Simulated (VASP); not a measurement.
Runs of VASP 6.6.1 on Lu. The structure is that of space group Fd-3m (No. 227), or close to it. The cells are those of the table. This isn't the form of Lu at room conditions, which is hcp.

```tsv
cell	gap on the mesh (eV)	pressure (GPa)
a = 3.633 Å, angles 60.0°, 2 atoms	none	(a)
a = 3.771 Å, angles 60.0°, 2 atoms	none	43.8
a = 3.980 Å, angles 60.0°, 2 atoms	none	21.1
a = 4.971 Å, angles 60.0°, 2 atoms	none	(b)
a = 4.766 Å, angles 60.0°, 2 atoms	none	1.1
```

Alike in all rows: task single point; level PBEsol+D3(BJ); potentials or basis VASP PAW PBE potentials, release 64 (Lu); no spin polarisation; k mesh 5 × 5 × 5; cutoff (eV) 520; smearing fermi-dirac 0.05 eV.

Task: Fill in the values left out.

Result: (a) 66.8; (b) 0.0.

Caveats: some runs use coarse meshes; three body term missing; the PAW data sets were made with another functional, which shifts forces and pressure a little; spin-orbit coupling is left out, which moves the levels of the heavy elements.

A k mesh can miss the band edges, and the runs leave out spin-orbit coupling on Lu.

A gap of «none» marks levels without a gap at the run's occupations.
